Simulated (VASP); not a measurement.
Input of a VASP 6.6.1 run:

The input INCAR:

```
PREC = Accurate
ENCUT = 520
EDIFF = 1E-6
ISMEAR = 0
SIGMA = 0.1
LREAL = False
LASPH = True
NELM = 60
ALGO = Normal
ISIF = 2
LWAVE = False
LCHARG = False
LDIPOL = True
IDIPOL = 3
DIPOL = 0.5 0.5 0.498
NBANDS = 12
```

Contents of KPOINTS:

```
regular mesh
0
Gamma
  12 12 1
```

The input POSCAR:

```
Al
1.0
    2.8171865510      0.0000000000      0.0000000000
   -1.4085932755      2.4397551204      0.0000000000
    0.0000000000      0.0000000000     18.6004463734
Al
3
Direct
    0.6666666667      0.3333333333      0.3763350545
    0.3333333333      0.6666666667      0.4981738119
    0.0000000000      0.0000000000      0.6199865035
```

Potentials or basis: VASP PAW LDA potentials, release 64 (Al).

Run with:

```bash
$ cat potpaw_LDA.64/Al/POTCAR > POTCAR
$ mpirun -np 1 vasp_std > vasp.out
```

Estimate the band gap on the k mesh.

zero (an odd number of electrons rules out a gap without spin polarisation).
